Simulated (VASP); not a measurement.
BeCd3S4:

```
Be S Cd
1.0
     5.61602    0.00000    0.00000
     0.00000    5.61602    0.00000
     0.00000    0.00000    5.61602
Be S Cd
1 4 3
Direct
  0.00000 0.00000 0.00000
  0.22163 0.22163 0.22163
  0.77837 0.77837 0.22163
  0.77837 0.22163 0.77837
  0.22163 0.77837 0.77837
  0.50000 0.50000 0.00000
  0.50000 0.00000 0.50000
  0.00000 0.50000 0.50000
```

Base run:

| Quantity | Value |
| --- | --- |
| Program | VASP 6.6.1 |
| Functional | PBE |
| Potentials or basis | VASP PAW PBE potentials, release 64 (Be, S, Cd) |
| Cutoff | 520 eV |
| k mesh | 4 × 4 × 4 |
| Occupations | gaussian, width 0.01 eV |
| Spin | no spin polarisation |

Its results: band gap on the k mesh 1.74 eV, indirect (least direct gap 1.76 eV); pressure 1.5 GPa; largest force 0.145 eV/Å.

Question: The run is repeated on the same cell with these changes: functional from PBE to r2SCAN; further incar settings from ALGO = Normal; EDIFF = 1e-07; NBANDS = 41 to ALGO = Normal; EDIFF = 1e-06; NBANDS = 41. What comes out?

Answer: Band gap on the k mesh 2.18 eV, indirect (least direct gap 2.21 eV); pressure 0.3 GPa; largest force 0.029 eV/Å.

Caveats: the PAW data sets were made with another functional, which shifts forces and pressure a little (some runs).

A k mesh can miss the band edges.
